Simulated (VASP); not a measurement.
Set up this calculation in VASP 6.6.1, as the native input.

```
Task                   : single point
Functional             : PBE
Potentials or basis    : VASP PAW PBE potentials, release 64 (B, As)
Cutoff                 : 520 eV
k mesh                 : 4 × 4 × 4
Occupations            : gaussian, width 0.1 eV
Spin                   : no spin polarisation
Dipole correction      : no
Further INCAR settings : ALGO = Normal; EDIFF = 1e-06; NBANDS = 22
```

The structure of BAs2 lies in POSCAR:

```
BAs2
1.0
   -3.6995261178      3.6995261178      2.1163912353
    3.6995261178     -3.6995261178      2.1163912353
    3.6995261178      3.6995261178     -2.1163912353
B As
2 4
Direct
    0.6937469522      0.6937469522      0.0000000000
    0.3062530478      0.3062530478      0.0000000000
    0.0000000000      0.7542394150      0.7542394150
    0.0000000000      0.2457605850      0.2457605850
    0.7542394150      0.0000000000      0.7542394150
    0.2457605850      0.0000000000      0.2457605850
```

One way to write it, as run:

INCAR

```
ALGO = Normal
EDIFF = 1E-6
ENCUT = 520
GGA = PE
ISIF = 2
ISMEAR = 0
LASPH = True
LCHARG = True
LELF = True
LREAL = False
LVHAR = True
LWAVE = False
NBANDS = 22
NELM = 80
PREC = Accurate
SIGMA = 0.1
```

KPOINTS

```
k-points
0
Gamma
  4 4 4
```

Potentials or basis: VASP PAW PBE potentials, release 64 (B, As).

Launch:

```bash
$ cat potpaw_PBE.64/B/POTCAR potpaw_PBE.64/As/POTCAR > POTCAR
$ mpirun -np 1 vasp_std > vasp.out
```

It gave:

The pressure is 0.3 GPa. The largest force is 0.076 eV/Å. The band gap on the k mesh is zero (band 13 reaches 4.34 eV, above the bottom of band 14 at 4.11 eV).

Caveat: the k points lie up to 0.43 Å⁻¹ apart.

Run time: 43 s on 1 thread of Intel(R) Xeon(R) 6975P-C (Granite Rapids), with other jobs on the host, peak memory 0.23 GiB.
